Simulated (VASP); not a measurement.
Crystal: NbN2.

```
CELL_PARAMETERS angstrom
1.43627 0.82923 4.33791
-1.43627 0.82923 4.33791
0.00000 -1.65847 4.33791
ATOMIC_POSITIONS crystal
Nb 0.00000 0.00000 0.00000
N 0.75000 0.75000 0.75000
N 0.25000 0.25000 0.25000
```

| Property | Result |
| --- | --- |
| Program | VASP 6.6.1 |
| Task | relaxation of cell and atoms |
| Functional | PBE |
| Potentials or basis | VASP PAW PBE potentials, release 64 (Nb_sv, N) |
| Cutoff | 600 eV |
| k mesh | 6 × 6 × 6 |
| Occupations | gaussian, width 0.1 eV |
| Spin | no spin polarisation |

At the start: pressure 59.7 GPa; volume 10.33 Å³/atom.

Q: How do energy, volume and symmetry change on relaxing?

A: Over 13 steps the energy falls by 439.5 meV/atom and the volume is 13.14 Å³/atom (+27.1 %); space group R-3m (No. 166, to 0.05 Å).

Step by step:
```tsv
step	energy change (eV)	largest force (eV/Å)	pressure (GPa)	volume (Å³)
1	0.0000	1.3293	59.72	31.00
2	1.9067	3.8281	-41.65	51.36
3	-1.0422	2.0615	-6.65	37.33
4	-1.0570	1.8572	-2.70	36.72
5	-1.0580	1.7966	-1.54	36.55
6	-1.2927	0.4669	-0.96	37.08
7	-1.2999	0.1705	-0.82	37.19
8	-1.2999	0.2020	-0.85	37.18
9	-1.3009	0.0461	2.75	36.85
10	-1.3022	0.0612	1.19	36.99
11	-1.3057	0.0499	1.01	37.23
12	-1.3134	0.0185	0.65	37.96
13	-1.3185	0.0303	0.42	39.41
```

Final structure:
```xyz
3
Lattice="1.5799 0.9121 4.5585 -1.5799 0.9121 4.5585 0.0000 -1.8243 4.5585" Properties=species:S:1:pos:R:3 pbc="T T T"
Nb    0.0000    0.0000   13.6754
N     0.0000    0.0000   10.1224
N     0.0000    0.0000    3.5530
```

Caveat: the k points lie up to 0.39 Å⁻¹ apart in the final cell; the volume moved by over 15 % at a fixed basis, so the end points are rough.
